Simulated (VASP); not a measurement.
# InAs in VASP: notebook

The runs below take InAs through single point, with PBE.

Program: VASP 6.6.1. These are calculated values, not measurements. Logs are shortened: lines on timing, memory, paths and dates and some standing lists are left out, and cuts for length are marked.

## 1. The cell of the first run

The cell holds a slab with vacuum, 16 atoms: a = 8.536 Å, b = 6.036 Å, c = 19.402 Å, α = 90.00°, β = 90.00°, γ = 90.00°.

## 2. Single point, PBE

File INCAR:

```
SYSTEM = InAs
PREC = Accurate
ENCUT = 400
EDIFF = 1E-6
ISMEAR = -1
SIGMA = 0.05
LREAL = .False.
LASPH = .True.
NELM = 120
ALGO = Normal
ISIF = 2
LWAVE = .False.
LCHARG = .True.
GGA = PE
LELF = .True.
LVHAR = .True.
NBANDS = 86
GGA_COMPAT = .False.
NELMDL = -8
```

File KPOINTS:

```
Automatic mesh
0
Gamma
  2 2 1
  0 0 0
```

File POSCAR:

```
InAs
1.0
    8.5361930000      0.0000000000      0.0000000000
    0.0000000000      6.0360000000      0.0000000000
    0.0000000000      0.0000000000     19.4021450000
In As
8 8
Direct
    0.0000000000      0.0000000000      0.0515406750
    0.7500000000      0.5538703570      0.1727635057
    0.2500000000      0.5538703570      0.1727635057
    0.5000000000      0.0000000000      0.0515406750
    0.5000000000      0.0712201688      0.2848933175
    0.2500000000      0.4926158549      0.3756457566
    0.7500000000      0.4926158549      0.3756457566
    0.0000000000      0.0712201688      0.2848933175
    0.0000000000      0.2912190264      0.1622380275
    0.2500000000      0.7500000000      0.0515406750
    0.7500000000      0.7500000000      0.0515406750
    0.5000000000      0.2912190264      0.1622380275
    0.5000000000      0.2668643642      0.4098614712
    0.7500000000      0.8102187912      0.2838491499
    0.2500000000      0.8102187912      0.2838491499
    0.0000000000      0.2668643642      0.4098614712
```

Potentials or basis: VASP PAW PBE potentials, release 64 (In_d, As).

Started as:

```bash
$ cat potpaw_PBE.64/In_d/POTCAR potpaw_PBE.64/As/POTCAR > POTCAR
$ mpirun -np 1 vasp_std > vasp.out
```

OUTCAR:

```text
SYSTEM = InAs
   PREC = Accurate
   ENCUT = 400
   EDIFF = 1E-6
   ISMEAR = -1
   LREAL = .False.
   LASPH = .True.
   NELM = 120
   ISIF = 2
   GGA = PE
   NELMDL = -8

 ion  position               nearest neighbor table
   1  0.000  0.000  0.052-  10 2.61  11 2.61   9 2.78
   2  0.750  0.554  0.173-  11 2.63  14 2.65  12 2.67   9 2.67   7 3.95
   3  0.250  0.554  0.173-  10 2.63  15 2.65  12 2.67   9 2.67   6 3.95
   4  0.500  0.000  0.052-  10 2.61  11 2.61  12 2.78
   5  0.500  0.071  0.285-  14 2.65  15 2.65  13 2.70  12 2.73   6 3.76   7 3.76
   6  0.250  0.493  0.376-  15 2.62  13 2.62  16 2.62   8 3.76   5 3.76   3 3.95
   7  0.750  0.493  0.376-  14 2.62  13 2.62  16 2.62   8 3.76   5 3.76   2 3.95
   8  0.000  0.071  0.285-  14 2.65  15 2.65  16 2.70   9 2.73   6 3.76   7 3.76
   9  0.000  0.291  0.162-   2 2.67   3 2.67   8 2.73   1 2.78
  10  0.250  0.750  0.052-   1 2.61   4 2.61   3 2.63
  11  0.750  0.750  0.052-   1 2.61   4 2.61   2 2.63
  12  0.500  0.291  0.162-   2 2.67   3 2.67   5 2.73   4 2.78
  13  0.500  0.267  0.410-   6 2.62   7 2.62   5 2.70
  14  0.750  0.810  0.284-   7 2.62   5 2.65   8 2.65   2 2.65
  15  0.250  0.810  0.284-   6 2.62   5 2.65   8 2.65   3 2.65
  16  0.000  0.267  0.410-   6 2.62   7 2.62   8 2.70

  LATTYP: Found a simple orthorhombic cell.
 ALAT       =     6.0360000000
 B/A-ratio  =     1.4142135520
 C/A-ratio  =     3.2144044069

  Lattice vectors:

 A1 = (   0.0000000000,  -6.0360000000,   0.0000000000)
 A2 = (   8.5361930000,   0.0000000000,   0.0000000000)
 A3 = (   0.0000000000,   0.0000000000,  19.4021450000)

Analysis of symmetry for initial positions (statically):
=====================================================================
 Subroutine PRICEL returns following result:

  LATTYP: Found a simple orthorhombic cell.
 ALAT       =     4.2680965000
 B/A-ratio  =     1.4142135727
 C/A-ratio  =     4.5458543405

  Lattice vectors:

 A1 = (   4.2680965000,   0.0000000000,   0.0000000000)
 A2 = (   0.0000000000,   6.0360000000,   0.0000000000)
 A3 = (   0.0000000000,   0.0000000000,  19.4021450000)

   2 primitive cells build up your supercell.

 Routine SETGRP: Setting up the symmetry group for a
 simple orthorhombic supercell.

 Subroutine GETGRP returns: Found  2 space group operations
 (whereof  2 operations were pure point group operations)
 out of a pool of  8 trial point group operations.

The static configuration has the point symmetry C_1h.

Analysis of symmetry for dynamics (positions and initial velocities):
=====================================================================
 Subroutine PRICEL returns following result:

  LATTYP: Found a simple orthorhombic cell.
 ALAT       =     4.2680965000
 B/A-ratio  =     1.4142135727
 C/A-ratio  =     4.5458543405

  Lattice vectors:

 A1 = (   4.2680965000,   0.0000000000,   0.0000000000)
 A2 = (   0.0000000000,   6.0360000000,   0.0000000000)
 A3 = (   0.0000000000,   0.0000000000,  19.4021450000)

   2 primitive cells build up your supercell.

 Routine SETGRP: Setting up the symmetry group for a
 simple orthorhombic supercell.

 Subroutine GETGRP returns: Found  2 space group operations
 (whereof  2 operations were pure point group operations)
 out of a pool of  8 trial point group operations.

The dynamic configuration has the point symmetry C_1h.

 Subroutine INISYM returns: Found  2 space group operations
 (whereof  2 operations are pure point group operations),
 and found     2 'primitive' translations

----------------------------------------------------------------------------------------

                                     Primitive cell

  volume of cell :     499.8425

  direct lattice vectors                    reciprocal lattice vectors
     4.268096500  0.000000000  0.000000000     0.234296483  0.000000000  0.000000000
     0.000000000  6.036000000  0.000000000     0.000000000  0.165672631  0.000000000
     0.000000000  0.000000000 19.402145000     0.000000000  0.000000000  0.051540693

  length of vectors
     4.268096500  6.036000000 19.402145000     0.234296483  0.165672631  0.051540693

  position of ions in fractional coordinates (direct lattice)
     0.000000000  0.000000000  0.051540675
     0.500000000  0.553870357  0.172763506
     0.000000000  0.071220169  0.284893317
     0.500000000  0.492615855  0.375645757
     0.000000000  0.291219026  0.162238028
     0.500000000  0.750000000  0.051540675
     0.000000000  0.266864364  0.409861471
     0.500000000  0.810218791  0.283849150

  ion indices of the primitive-cell ions
   primitive index   ion index
                 1           1
                 2           2
                 3           8
                 4           6
                 5           9
                 6          10
                 7          16
                 8          14

----------------------------------------------------------------------------------------

 KPOINTS: Automatic mesh

Automatic generation of k-mesh.
 Grid dimensions read from file:
 generate k-points for:    2    2    1

 Generating k-lattice:

  Cartesian coordinates                     Fractional coordinates (reciprocal lattice)
     0.058574121  0.000000000  0.000000000     0.500000000  0.000000000  0.000000000
     0.000000000  0.082836315  0.000000000     0.000000000  0.500000000  0.000000000
     0.000000000  0.000000000  0.051540693     0.000000000  0.000000000  1.000000000

  Length of vectors
     0.058574121  0.082836315  0.051540693

  Shift w.r.t. Gamma in fractional coordinates (k-lattice)
     0.000000000  0.000000000  0.000000000

 Subroutine IBZKPT returns following result:
 ===========================================

 Found      4 irreducible k-points:

 Following reciprocal coordinates:
            Coordinates               Weight
  0.000000  0.000000  0.000000      1.000000
  0.500000  0.000000  0.000000      1.000000
  0.000000  0.500000  0.000000      1.000000
  0.500000  0.500000  0.000000      1.000000
   k-points           NKPTS =      4   k-points in BZ     NKDIM =      4   number of bands    NBANDS=     86
   number of dos      NEDOS =    301   number of ions     NIONS =     16
   total plane-waves  NPLWV = 286720
   dimension x,y,z NGX =    56 NGY =   40 NGZ =  128
   dimension x,y,z NGXF=   112 NGYF=   80 NGZF=  256
   ions per type =               8   8
   NGX,Y,Z   is equivalent  to a cutoff of  10.91, 11.02, 10.97 a.u.
   NGXF,Y,Z  is equivalent  to a cutoff of  21.81, 22.03, 21.94 a.u.
 SYSTEM =  InAs
   PREC   = accura    normal or accurate (medium, high low for compatibility)
   ISTART =      0    job   : 0-new  1-cont  2-samecut
   ICHARG =      2    charge: 1-file 2-atom 10-const
   ISPIN  =      1    spin polarized calculation?
   LNONCOLLINEAR =      F non collinear calculations
   LSORBIT =      F    spin-orbit coupling
   LASPH  =      T    aspherical Exc in radial PAW
   ENCUT  =  400.0 eV  29.40 Ry    5.42 a.u.  13.92  9.84 31.64*2*pi/ulx,y,z
   NELM   =    120;   NELMIN=  2; NELMDL= -8     # of ELM steps
   EDIFF  = 0.1E-05   stopping-criterion for ELM
   LREAL  =      F    real-space projection
   EDIFFG = 0.1E-04   stopping-criterion for IOM
   NSW    =      0    number of steps for IOM
   IBRION =     -1    ionic relax: 0-MD 1-quasi-New 2-CG
   NFREE  =      0    steps in history (QN), initial steepest desc. (CG)
   ISIF   =      2    stress and relaxation
   ISYM   =      2    0-nonsym 1-usesym 2-fastsym
   POTIM  = 0.5000    time-step for ionic-motion
   TEBEG  =    0.0;   TEEND  =   0.0 temperature during run
   PSTRESS=    0.0 pullay stress
   NELECT =     144.0000    total number of electrons
   NUPDOWN=      -1.0000    fix difference up-down
   EMIN   =  10.00;   EMAX   =-10.00  energy-range for DOS
   EFERMI =   0.00;   METHOD = LEGACY
   ISMEAR =    -1;   SIGMA  =   0.05  broadening in eV -4-tet -1-fermi 0-gaus
   EFERMI_NEDOS =   21; number of points for ismear=-14 and -15
   IALGO  =     38    algorithm
   IMIX   =      4    mixing-type and parameters
     AMIX     =   0.40;   BMIX     =  1.00
     AMIX_MAG =   1.60;   BMIX_MAG =  1.00
  volume/ion in A,a.u.               =      62.48       421.64
  Fermi-wavevector in a.u.,A,eV,Ry     =   0.858173  1.621711 10.020147  0.736460
  Thomas-Fermi vector in A             =   1.975337
   LORBIT       =      0    0 simple, 1 ext, 2 COOP (PROOUT), +10 PAW based schemes
   GGA     = PE    functional components
   LHFCALC =     F    Hartree Fock is set to
   AEXX    =    0.0000 exact exchange contribution
   IVDW    =     0    specifies the selected vdW correction
   LEPSILON=     F    determine dielectric tensor
   LRPA    =     F    only Hartree local field effects (RPA)
 non-spin polarized calculation
  energy-cutoff  :      400.00
  volume of cell :      999.69
 maximum number of plane-waves:     18204
 NGX is ok and might be reduce to    56
   NGX = 27   NGY = 19   NGZ = 63

 number of electron     144.0000097 magnetization

 Free energy of the ion-electron system (eV)
  ---------------------------------------------------
  ext. energy  EPLUGINS =         0.00000000
  ---------------------------------------------------
  free energy    TOTEN  =       -57.58060931 eV

  energy without entropy =      -57.57431433  energy(sigma->0) =      -57.57746182

 E-fermi :  -0.3091     XC(G=0):  -4.8160

 val. band max:       -0.4921376338   @ k =   0.0000   0.0000   0.0000
 cond. band min:      -0.0997511876   @ k =   0.0000   0.0000   0.0000
 fundamental gap:      0.3923864462
 Fermi energy:        -0.3091124124

 k-point     1 :       0.0000    0.0000    0.0000
  band No.  band energies     occupation
      1     -15.1253      2.00000
      2     -15.1119      2.00000
      3     -15.1078      2.00000
      4     -15.1060      2.00000
      5     -15.0789      2.00000
      6     -15.0766      2.00000
[... 76 lines left out ...]
     83       2.0728      0.00000
     84       2.3733      0.00000

 k-point     2 :       0.5000    0.0000    0.0000
  band No.  band energies     occupation
      1     -15.1112      2.00000
      2     -15.1112      2.00000
      3     -15.1038      2.00000
      4     -15.1038      2.00000
      5     -15.0786      2.00000
      6     -15.0786      2.00000
[... 76 lines left out ...]
     83       2.6323      0.00000
     84       2.6323      0.00000

 k-point     3 :       0.0000    0.5000    0.0000
  band No.  band energies     occupation
      1     -15.1252      2.00000
      2     -15.1228      2.00000
      3     -15.1113      2.00000
      4     -15.0847      2.00000
      5     -15.0765      2.00000
      6     -15.0725      2.00000
[... 76 lines left out ...]
     83       2.6709      0.00000
     84       2.7560      0.00000

 k-point     4 :       0.5000    0.5000    0.0000
  band No.  band energies     occupation
      1     -15.1109      2.00000
      2     -15.1109      2.00000
      3     -15.1051      2.00000
      4     -15.1051      2.00000
      5     -15.0760      2.00000
      6     -15.0760      2.00000
[... 76 lines left out ...]
     83       3.3428      0.00000
     84       3.3428      0.00000
 [bands above 84 left out]

------------------------ aborting loop because EDIFF is reached ----------------------------------------

  FORCE on cell =-STRESS in cart. coord.  units (eV):
  Direction    XX          YY          ZZ          XY          YZ          ZX
  --------------------------------------------------------------------------------------
  -------------------------------------------------------------------------------------
  Total        5.8541359      0.3567177      0.0089424      0.0000000     -0.0326403      0.0000000
  in kB        9.3823187      0.5717051      0.0143318      0.0000000     -0.0523121      0.0000000
  external PRESSURE =       3.3227852 kB  Pullay stress =       0.0000000 kB

 VOLUME and BASIS-vectors are now :
 -----------------------------------------------------------------------------
  energy-cutoff  :      400.00
  volume of cell :      999.69
      direct lattice vectors                 reciprocal lattice vectors
     8.536193000  0.000000000  0.000000000     0.117148242  0.000000000  0.000000000
     0.000000000  6.036000000  0.000000000     0.000000000  0.165672631  0.000000000
     0.000000000  0.000000000 19.402145000     0.000000000  0.000000000  0.051540693

 POSITION                                       TOTAL-FORCE (eV/Angst)
 -----------------------------------------------------------------------------------
      0.00000      0.00000      1.00000        -0.000000     -0.136747      1.100191
      6.40214      3.34316      3.35198        -0.000000      0.004510      0.009953
      2.13405      3.34316      3.35198        -0.000000      0.004510      0.009953
      4.26810      0.00000      1.00000         0.000000     -0.136747      1.100191
      4.26810      0.42988      5.52754         0.000000     -0.005942     -0.023985
      2.13405      2.97343      7.28833         0.000000      0.021241      0.011312
[... 8 lines left out ...]
      2.13405      4.89048      5.50728         0.000000     -0.005763      0.011487
      0.00000      1.61079      7.95219        -0.000000     -0.022349      0.003359
 -----------------------------------------------------------------------------------
    total drift:                                0.000000     -0.002271     -0.006898

  FREE ENERGIE OF THE ION-ELECTRON SYSTEM (eV)
  ---------------------------------------------------
  free  energy   TOTEN  =       -57.5806093100 eV

  energy  without entropy=      -57.5743143346  energy(sigma->0) =      -57.57746182
```

It took 11 min on 1 thread of Intel Xeon Platinum 8488C (Sapphire Rapids), shared host; peak memory 0.66 GiB.

Results:

```yaml
Free_energy: -57.5806 eV
Largest_force: 1.135 eV/Å
Band_gap_on_the_k_mesh: 0.39 eV
```

Forces on the atoms (eV/Å):
```
In   0.000 -0.137  1.100
In   0.000  0.005  0.010
In   0.000  0.005  0.010
In   0.000 -0.137  1.100
In   0.000 -0.006 -0.024
In   0.000  0.021  0.011
In   0.000  0.021  0.011
In   0.000 -0.006 -0.024
As   0.000  0.022  0.016
As   0.000  0.123 -1.128
As   0.000  0.123 -1.128
As   0.000  0.022  0.016
As   0.000 -0.022  0.003
As   0.000 -0.006  0.011
As   0.000 -0.006  0.011
As   0.000 -0.022  0.003
```

Caveat: the k points lie up to 0.52 Å⁻¹ apart; spin-orbit coupling is left out, which moves the levels of the heavy elements.

(Part 1 of 2 ends here.)
